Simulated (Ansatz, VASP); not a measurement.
## Li2Ru: VASP beside Ansatz

```
Li Ru
1.0
     2.66570    0.00000    0.00000
    -1.33285    2.30856    0.00000
     0.00000    0.00000    7.10561
Li Ru
2 1
Direct
  0.66667 0.33333 0.68990
  0.33333 0.66667 0.31010
  0.00000 0.00000 0.00000
```

Alike in both runs: task relaxation of cell and atoms; functional PBE; k mesh 18 × 18 × 8; occupations gaussian, width 0.1 eV; no spin polarisation.

|  | VASP | Ansatz |
| --- | --- | --- |
| version | VASP 6.6.1 | Ansatz 0.2.0 |
| potentials or method | VASP PAW PBE potentials, release 64 (Li_sv, Ru_pv), cutoff 600 eV | scalar-relativistic, plane waves, PAW |
| valence electrons in the cell | 20 | 22 |

```csv
,VASP,Ansatz,Ansatz less VASP
"gap on the k mesh at the Fermi level, each at its own relaxed structure (eV)",none,none,-
relaxed volume (Å³/atom),14.49,14.52,+0.034
relaxed cell length with the largest relative difference (Å),7.100,7.111,+0.0102
```

A gap of «none» marks a metal or a gap that the smearing closes. VASP's potentials hold 20 valence electrons a cell and Ansatz's 22, so a difference there can come from the potentials and not from the codes.

Noted on VASP's run: the cutoff is short for stress, so the pressure is rough.
